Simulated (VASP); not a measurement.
A run of VASP 6.6.1:

INCAR

```
ALGO     = Normal         # electronic algorithm
EDIFF    = 1E-6           # SCF threshold, eV
ENCUT    = 520            # plane-wave cutoff, eV
GGA      = PE             # functional
ISIF     = 2              # what is computed and relaxed
ISMEAR   = 0              # smearing method
LASPH    = True           # aspherical terms in the spheres
LCHARG   = False          # write CHGCAR
LREAL    = False          # projectors in reciprocal space
LWAVE    = False          # write WAVECAR
NBANDS   = 11             # bands
NELM     = 60             # most SCF steps
PREC     = Accurate       # precision mode
SIGMA    = 0.05           # smearing width, eV
```

The input KPOINTS:

```
k-points
0
Gamma
  10 10 10
```

POSCAR

```
AlN
1.0
   -0.0412332389      2.0412535746      2.0412535746
    2.0412535746     -0.0412332389      2.0412535746
    2.0412535746      2.0412535746     -0.0412332389
Al N
1 1
Direct
    0.5000000000      0.5000000000      0.5000000000
    0.0000000000      0.0000000000      0.0000000000
```

Potentials or basis: VASP PAW PBE potentials, release 64 (Al, N).

Launch:

```console
$ cat potpaw_PBE.64/Al/POTCAR potpaw_PBE.64/N/POTCAR > POTCAR
$ mpirun -np 1 vasp_std > vasp.out
```

Hardware: 1 thread of Intel(R) Xeon(R) Platinum 8259CL CPU @ 2.50GHz (Skylake/Cascade Lake) (shared host).

Q: How long does it take, and how much memory?

A: Wall time 13 s on 1 thread of Intel(R) Xeon(R) Platinum 8259CL CPU @ 2.50GHz (Skylake/Cascade Lake), on a shared host, peak memory 0.15 GiB. Counts: scf iterations 12, k points 116.
